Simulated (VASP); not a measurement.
NaF (Villiaumite), 2 atoms in the cell. The structure is cubic, space group Fm-3m (No. 225). The conventional cell has a = 4.595 Å, b = 4.595 Å, c = 4.595 Å, α = 90.00°, β = 90.00°, γ = 90.00°. Na (site symmetry m-3m) has 6 F at 2.30 Å within 3.0 Å. Within 3.0 Å of F (site symmetry m-3m) lie 6 Na at 2.30 Å. 

```yaml
Program: VASP 6.6.1
Task: relaxation of the atoms
Functional: r2SCAN
Potentials_or_basis: VASP PAW PBE potentials, release 64 (Na_pv, F)
Cutoff: 520 eV
k_mesh: 10 × 10 × 10
Occupations: fermi-dirac, width 0.02 eV
Spin: no spin polarisation
Dipole_correction: no
Further_INCAR_settings: ALGO = Normal; EDIFF = 1e-07; IBRION = 2; EDIFFG = -0.01; NSW = 50
```

Potentials or basis: VASP PAW PBE potentials, release 64 (Na_pv, F).

Run with:

```bash
$ cat potpaw_PBE.64/Na_pv/POTCAR potpaw_PBE.64/F/POTCAR > POTCAR
$ cp INCAR.step1 INCAR
$ mpirun -np 1 vasp_std > vasp.out
$ cp INCAR.step2 INCAR
$ mpirun -np 1 vasp_std > vasp.out
```

Hardware: 1 thread of Oxide Virtual Turin-like Processor (shared host).

Q: How long does it take, and how much memory?

A: Wall time 54 s on 1 thread of Oxide Virtual Turin-like Processor, with other jobs on the host, peak memory 0.11 GiB. Counts: k points 47, ion steps 1.
